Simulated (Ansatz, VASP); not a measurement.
# One calculation of ScAl, two programs

```
Sc Al
1.0
     3.37035    0.00000    0.00000
     0.00000    3.37035    0.00000
     0.00000    0.00000    3.37035
Sc Al
1 1
Direct
  0.50000 0.50000 0.50000
  0.00000 0.00000 0.00000
```

Alike in both runs: task single point; functional LDA; k mesh 10 × 10 × 10; occupations fermi-dirac, width 0.05 eV; no spin polarisation.

|  | VASP | Ansatz |
| --- | --- | --- |
| version | VASP 6.6.1 | Ansatz 0.2.0 |
| potentials or method | VASP PAW LDA potentials, release 64 (Sc_sv, Al), cutoff 500 eV | all-electron LAPW, non-relativistic |

Ansatz gave:

```
pressure (GPa) : -4.4
```

Task: Estimate VASP's values.

Result: Pressure (GPa): -4.3.

LDA's correlation is that of Perdew and Zunger in VASP and of Perdew and Wang (1992) in Ansatz. Ansatz ran all-electron here, and VASP with PAW potentials.
